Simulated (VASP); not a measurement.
**CSe2: single point with r2SCAN+D3(BJ)**

The system is CSe2.

```
CELL_PARAMETERS angstrom
3.32756 -2.93193 0.00000
3.32756 2.93193 0.00000
0.00000 0.00000 8.89017
ATOMIC_POSITIONS crystal
Se 0.21669 0.78331 0.87430
Se 0.78331 0.21669 0.12570
Se 0.28331 0.71669 0.37430
Se 0.71669 0.28331 0.62570
C 0.00000 0.00000 0.00000
C 0.50000 0.50000 0.50000
```

| Quantity | Value |
| --- | --- |
| Program | VASP 6.6.1 |
| Task | single point |
| Functional | r2SCAN |
| Dispersion | D3(BJ) |
| Potentials or basis | VASP PAW PBE potentials, release 64 (Se, C) |
| Cutoff | 520 eV |
| k mesh | 6 × 6 × 3 |
| Occupations | fermi-dirac, width 0.05 eV |
| Spin | no spin polarisation |
| Dipole correction | no |
| Further INCAR settings | ALGO = Normal; EDIFF = 1e-06; NBANDS = 25 |

The pressure is 0.3 GPa and the largest force is 0.142 eV/Å. The band gap on the k mesh is 2.11 eV (least direct gap 2.35 eV). The dispersion energy per atom is -0.095 eV.

Forces on the atoms (eV/Å):
```
Se   0.000 -0.108 -0.093
Se   0.000  0.108  0.093
Se   0.000  0.108 -0.093
Se   0.000 -0.108  0.093
C    0.000  0.000  0.000
C    0.000  0.000  0.000
```

Stress tensor (GPa, compression positive):
```
-0.02  0.00  0.00
 0.00  0.48  0.00
 0.00  0.00  0.38
```

Levels at points of the mesh, in eV from the valence-band top:
| k point | band 12 | band 13 | band 14 | band 15 | band 16 | band 17 | band 18 | band 19 | band 20 | band 21 |
| --- | --- | --- | --- | --- | --- | --- | --- | --- | --- | --- |
| (0.00, 0.00, 0.00) | -2.71 | -1.48 | -1.20 | -1.06 | -0.57 | 2.11 | 2.48 | 3.01 | 3.54 | 4.89 |
| (0.50, 0.00, 0.00) | -3.02 | -0.94 | -0.94 | -0.46 | -0.46 | 2.47 | 2.47 | 2.96 | 2.96 | 5.67 |
| (0.50, 0.50, 0.00) | -3.20 | -1.77 | -1.50 | -0.77 | 0.00 | 2.35 | 2.57 | 3.79 | 3.87 | 5.05 |

Wall time 14 min on 1 thread of Intel Xeon 8259CL, on a shared host, peak memory 0.37 GiB.

Caveat: the PAW data sets were made with another functional, which shifts forces and pressure a little; an odd mesh through Γ misses points on the zone boundary, where band edges can lie.
